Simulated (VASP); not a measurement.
# Hf: single point with PBE

The system is Hf.

```
Hf
1.0
     0.00000    2.67020    5.39080
     1.59945    0.00000    5.39080
     1.59945    2.67020    0.00000
Hf
2
Direct
  0.86421 0.86421 0.13579
  0.13579 0.13579 0.86421
```

```
Program                : VASP 6.6.1
Task                   : single point
Functional             : PBE
Potentials or basis    : VASP PAW PBE potentials, release 64 (Hf_pv)
Cutoff                 : 520 eV
k mesh                 : 20 × 20 × 20
Occupations            : gaussian, width 0.1 eV
Spin                   : no spin polarisation
Dipole correction      : no
Further INCAR settings : ALGO = Normal; EDIFF = 1e-06; NBANDS = 17
```

```yaml
Pressure: -0.4 GPa
Largest_force: 0.030 eV/Å
Band_gap_on_the_k_mesh: zero (band 10 reaches 5.65 eV, above the bottom of band 11 at 3.54 eV)
```

Forces in eV/Å, atoms in the order of the input:
```
Hf   0.000  0.000 -0.030
Hf   0.000  0.000  0.030
```

Stress tensor (GPa, compression positive):
```
-0.41  0.00  0.00
 0.00 -0.30  0.00
 0.00  0.00 -0.50
```

Levels at points of the mesh, in eV from the Fermi level:
```csv
k point,band 7,band 8,band 9,band 10,band 11,band 12,band 13,band 14
"(0.00, 0.00, 0.00)",-6.92,-3.34,-0.43,0.62,1.30,1.91,2.12,2.58
"(0.50, 0.00, 0.00)",-3.10,-2.59,-1.32,-0.83,0.62,1.86,2.89,4.26
"(0.50, 0.50, 0.00)",-5.45,-4.98,-1.20,0.95,1.26,2.25,2.36,2.38
"(0.50, 0.00, 0.50)",-3.47,-2.79,-1.90,0.43,0.83,2.16,3.63,3.80
"(0.00, 0.50, 0.50)",-2.49,-2.19,-1.72,-1.24,0.65,0.92,3.62,4.62
```

It took 5.5 min on 1 thread of Intel(R) Xeon(R) 6975P-C (Granite Rapids), on a shared host, peak memory 0.82 GiB.

Caveat: spin-orbit coupling is left out, which moves the levels of the heavy elements.
